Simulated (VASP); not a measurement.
Crystal: Pt.

```
CELL_PARAMETERS angstrom
2.67286 0.00000 0.00000
-1.33643 2.31476 0.00000
1.33643 0.77159 2.36160
ATOMIC_POSITIONS crystal
Pt 0.00000 0.00000 0.00000
```

Base run:

| Property | Result |
| --- | --- |
| Program | VASP 6.6.1 |
| Functional | PBEsol |
| Potentials or basis | VASP PAW PBE potentials, release 64 (Pt) |
| Cutoff | 500 eV |
| k mesh | 15 × 15 × 15 |
| Occupations | gaussian, width 0.1 eV |
| Spin | no spin polarisation |

Its results: band gap on the k mesh zero (band 5 reaches 12.31 eV, above the bottom of band 6 at 9.89 eV); pressure 10.7 GPa.

Q: The run is repeated on the same cell with these changes: functional from PBEsol to PBE. What comes out?

A: Band gap on the k mesh zero (band 5 reaches 12.48 eV, above the bottom of band 6 at 10.06 eV); pressure 22.0 GPa.

PBE binds less tightly than PBEsol, so the same cell stands under more pressure.

Caveats: spin-orbit coupling is left out, which moves the levels of the heavy elements; the PAW data sets were made with another functional, which shifts forces and pressure a little (some runs).
